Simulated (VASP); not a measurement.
Crystal: Ag.

```
Ag
1.0
     3.78167    0.00000    0.00000
    -1.89084    3.27502    0.00000
     0.00000    0.00000    4.29043
Ag
3
Direct
  0.22540 0.00000 0.33333
  0.00000 0.22540 0.66667
  0.77460 0.77460 0.00000
```

* Program: VASP 6.6.1
* Task: relaxation of cell and atoms
* Functional: PBEsol
* Potentials or basis: VASP PAW PBE potentials, release 64 (Ag)
* Cutoff: 600 eV
* k mesh: 6 × 6 × 4
* Occupations: gaussian, width 0.1 eV
* Spin: no spin polarisation

At the start: pressure 66.5 GPa; volume 17.71 Å³/atom.

Question: Where does the relaxation end?

Answer: Over 42 steps the energy falls by 2650.9 meV/atom and the volume is 16.78 Å³/atom (-5.2 %); space group P3_121 (No. 152, to 0.1 Å) before, Im-3m (No. 229, to 0.1 Å).

The path:
| step | energy change (eV) | largest force (eV/Å) | pressure (GPa) | volume (Å³) |
| --- | --- | --- | --- | --- |
| 1 | 0.0000 | 15.0214 | 66.48 | 53.14 |
| 3 | -3.4044 | 0.1971 | -7.46 | 122.02 |
| 5 | -5.8241 | 0.0302 | -11.06 | 80.12 |
| 7 | -6.4408 | 0.9369 | -6.72 | 67.86 |
| 9 | -6.7632 | 0.9823 | -2.43 | 61.04 |
| 11 | -6.8653 | 0.7212 | 3.15 | 56.55 |
| 13 | -6.9432 | 0.0255 | 0.25 | 57.90 |
| 15 | -6.9579 | 0.0237 | -1.39 | 58.88 |
| 17 | -6.9619 | 0.0938 | -3.63 | 60.25 |
| 19 | -6.9698 | 0.1054 | -3.85 | 60.33 |
| 21 | -7.0280 | 0.1470 | -4.76 | 60.60 |
| 23 | -7.2662 | 0.2735 | -8.29 | 60.71 |
| 25 | -7.4290 | 0.3441 | -9.50 | 59.91 |
| 27 | -7.5460 | 0.3751 | -10.47 | 59.09 |
| 29 | -7.5606 | 0.3658 | -10.54 | 58.85 |
| 31 | -7.6370 | 0.3988 | -9.66 | 57.68 |
| 33 | -7.8700 | 0.5641 | -3.58 | 52.58 |
| 35 | -7.8968 | 0.6336 | -0.24 | 50.83 |
| 37 | -7.9089 | 0.5740 | 0.54 | 50.36 |
| 39 | -7.9498 | 0.0044 | 1.45 | 49.73 |
| 41 | -7.9527 | 0.0241 | 0.17 | 50.25 |
| 42 | -7.9528 | 0.0207 | 0.00 | 50.35 |

Final structure:
```xyz
3
Lattice="4.5562 0.0000 0.0000 -2.2781 3.9458 0.0000 0.0000 0.0000 2.8008" Properties=species:S:1:pos:R:3 pbc="T T T"
Ag   -0.7617    3.9458    0.9336
Ag    3.7980    1.3132    1.8672
Ag    1.5199    2.6325    0.0000
```

Caveat: the k points lie up to 0.56 Å⁻¹ apart in the final cell, too coarse for converged energies and pressures of a metal; a cell axis changed by over 15 % at a fixed basis, so the end point is rough; the PAW data sets were made with another functional, which shifts forces and pressure a little.
